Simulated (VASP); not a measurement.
A run of VASP 6.6.1 is set up as follows.

The input INCAR:

```
  PREC = Accurate
  ENCUT = 520
  EDIFF = 1E-7
  ISMEAR = -1
  SIGMA = 0.08
  LREAL = F
  LASPH = T
  NELM = 100
  ALGO = Normal
  ISIF = 2
  LWAVE = F
  LCHARG = T
  GGA = CA
  LELF = T
  LVHAR = T
  NBANDS = 19
```

File KPOINTS:

```
Automatic mesh
0
Gamma
  17 17 6
```

POSCAR

```
Os
1.0
    0.0000000000      1.9015150805     -1.9015150805
   -1.9015150805      0.0000000000      1.9015150805
    3.8030301609      3.8030301609      3.8030301609
Os
3
Direct
    0.0000000000      0.0000000000      0.0000000000
    0.3333333330      0.6666666670      0.3333333330
    0.6666666670      0.3333333330      0.6666666670
```

Potentials or basis: VASP PAW LDA potentials, release 64 (Os).

The run is started by

```console
$ cat potpaw_LDA.64/Os/POTCAR > POTCAR
$ mpirun -np 1 vasp_std > vasp.out
```

Question: Predict the band gap on the k mesh.

Answer: Zero (bands 12 and 13 overlap by 3.99 eV).

Question: Estimate the pressure.

Answer: 1.0 GPa.

Caveat: spin-orbit coupling is left out, which moves the levels of the heavy elements.
